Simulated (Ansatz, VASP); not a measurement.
Two plane-wave programs on Na

File POSCAR:

```
Na
1.0
   -2.1125000000      2.1125000000      2.1125000000
    2.1125000000     -2.1125000000      2.1125000000
    2.1125000000      2.1125000000     -2.1125000000
Na
1
Direct
    0.0000000000      0.0000000000      0.0000000000
```

The input INCAR.step1:

```
PREC = Accurate
ENCUT = 520
ISMEAR = 1
SIGMA = 0.2
LREAL = False
LASPH = True
NELM = 100
NBANDS = 10
GGA = PE
ALGO = Normal
EDIFF = 1E-4
LWAVE = True
LCHARG = False
```

Contents of INCAR.step2:

```
PREC = Accurate
ENCUT = 520
EDIFF = 1E-6
ISMEAR = 1
SIGMA = 0.2
LREAL = False
LASPH = True
NELM = 100
ALGO = Normal
ISIF = 2
LWAVE = False
LCHARG = True
METAGGA = R2SCAN
LMIXTAU = True
LELF = True
LVHAR = True
NBANDS = 10
ISTART = 1
```

KPOINTS

```
regular mesh
0
Gamma
  11 11 11
```

Input for Ansatz:

```yaml
crystal:
  lattice:
    - [-2.1125, 2.1125, 2.1125]
    - [2.1125, -2.1125, 2.1125]
    - [2.1125, 2.1125, -2.1125]
  atoms:
    - { symbol: Na, position: [0.0, 0.0, 0.0] }
hamiltonian:
  xc: r2scan
  pseudopotentials:
    kind: paw
    azcp:
      Na: "pseudopotentials/Na.paw.azcp"
basis:
  ecutwfc: 500
  fft_grid_basis: typed
kpoints:
  mp_grid: { grid: [11, 11, 11], shift: [0, 0, 0] }
magnetization:
  spin_polarized: false
scf:
  occupations: { method: methfessel_paxton, width: 0.2 }
  lower_state_search: "off"
output:
  stress: true
```

Alike in both runs: task single point; functional r2SCAN; k mesh 11 × 11 × 11; occupations methfessel-paxton of order 1, width 0.2 eV; no spin polarisation.

|  | VASP | Ansatz |
| --- | --- | --- |
| version | VASP 6.6.1 | Ansatz 0.2.0 |
| potentials or method | VASP PAW PBE potentials, release 64 (Na_pv), cutoff 520 eV | plane waves (500 eV) with PAW, scalar-relativistic |
| valence electrons in the cell | 7 | 9 |

```tsv
	VASP	Ansatz	Ansatz less VASP
pressure (GPa)	0.1	0.0	-0.09
```

VASP's potentials were made for PBE, not for r2SCAN. With one functional, cell and mesh, what is left measures potentials, basis and numerics. VASP's potentials hold 7 valence electrons a cell and Ansatz's 9, so a difference there can come from the potentials and not from the codes.
